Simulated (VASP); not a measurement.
Write the native input for VASP 6.6.1 that does the following.

```yaml
Task: single point
Functional: PBE
Potentials_or_basis: VASP PAW PBE potentials, release 64 (Ca_sv, F)
Cutoff: 520 eV
k_mesh: 2 × 2 × 2, shifted
Occupations: gaussian, width 0.01 eV
Spin: no spin polarisation
Dipole_correction: no
Further_INCAR_settings: LREAL = Auto; ALGO = Normal; EDIFF = 1e-06; NBANDS = 227
```

The structure of Ca17F32 (a cell with a defect) lies in POSCAR:

```
Ca17F32
1.0
    5.5117620964     -5.5117620964     -5.5117620964
   -5.5117620964     -5.5117620964      5.5117620964
   -5.5117620964      5.5117620964     -5.5117620964
Ca F
17 32
Direct
    0.2500000000      0.7500000000      0.0000000000
    0.2500000000      1.0000000000      0.7500000000
    0.2231609712      0.2231609712      0.5000000000
    0.0000000000      0.7500000000      0.2500000000
    0.2231609712      0.5000000000      0.2231609712
    1.0000000000      1.0000000000      1.0000000000
    0.0000000000      0.2500000000      0.7500000000
    0.7768390288      0.7768390288      0.5000000000
    0.0000000000      0.5000000000      0.5000000000
    0.7500000000      1.0000000000      0.2500000000
    0.7500000000      0.2500000000      0.0000000000
    0.5000000000      0.7768390288      0.7768390288
    0.7768390288      0.5000000000      0.7768390288
    0.5000000000      1.0000000000      0.5000000000
    0.5000000000      0.2231609712      0.2231609712
    0.5000000000      0.5000000000      0.0000000000
    0.5000000000      0.5000000000      0.5000000000
   -0.0033989545      0.2537297383      0.5000000000
   -0.0033989545      0.5000000000      0.2537297383
    0.0033989545      0.7571286928      0.0033989545
    0.7462702617      0.2428713072      0.7462702617
    0.0033989545      0.0033989545      0.7571286928
    0.7448752822      0.5000000000      0.5000000000
    0.7462702617      0.7462702617      0.2428713072
    0.5000000000      0.2537297383     -0.0033989545
    0.7571286928      0.0033989545      0.0033989545
    0.5000000000      0.5000000000      0.7448752822
    0.5000000000      0.7448752822      0.5000000000
    0.2551247178      0.2551247178      0.2551247178
    0.5000000000     -0.0033989545      0.2537297383
    0.2537297383      0.5000000000     -0.0033989545
    0.2428713072      0.7462702617      0.7462702617
    0.2537297383     -0.0033989545      0.5000000000
    0.5000000000      0.7462702617      0.0033989545
    0.5000000000      0.0033989545      0.7462702617
    0.5000000000      0.2551247178      0.5000000000
    0.2537297383      0.7571286928      0.2537297383
    0.5000000000      0.5000000000      0.2551247178
    0.2428713072     -0.0033989545     -0.0033989545
    0.2537297383      0.2537297383      0.7571286928
    0.0033989545      0.7462702617      0.5000000000
    0.2551247178      0.5000000000      0.5000000000
   -0.0033989545     -0.0033989545      0.2428713072
   -0.0033989545      0.2428713072     -0.0033989545
    0.7448752822      0.7448752822      0.7448752822
    0.0033989545      0.5000000000      0.7462702617
    0.7462702617      0.0033989545      0.5000000000
    0.7571286928      0.2537297383      0.2537297383
    0.7462702617      0.5000000000      0.0033989545
```

This cell differs from its parent crystal: with an interstitial atom, then relaxed in part.

One way to write it, as run:

INCAR

```
PREC = Accurate
ENCUT = 520
EDIFF = 1E-6
ISMEAR = 0
SIGMA = 0.01
LREAL = Auto
LASPH = True
NELM = 120
ALGO = Normal
ISIF = 2
LWAVE = False
LCHARG = True
GGA = PE
LELF = True
LVHAR = True
NBANDS = 227
GGA_COMPAT = False
```

KPOINTS

```
Automatic mesh
0
Gamma
  2 2 2
  0.5 0.5 0.5
```

Potentials or basis: VASP PAW PBE potentials, release 64 (Ca_sv, F).

Command:

```console
$ cat potpaw_PBE.64/Ca_sv/POTCAR potpaw_PBE.64/F/POTCAR > POTCAR
$ mpirun -np 1 vasp_std > vasp.out
```

Results of the run:

* Pressure: 3.7 GPa
* Largest force: 0.028 eV/Å
* Band gap on the k mesh: zero (bands 197 and 198 overlap by 0.31 eV)

Caveat: the k points lie up to 0.40 Å⁻¹ apart; the cell differs from its parent crystal (with an interstitial atom, then relaxed in part).

Run time: 24 min on 1 thread of AMD EPYC 7R13, on a shared host, peak memory 0.8 GiB.
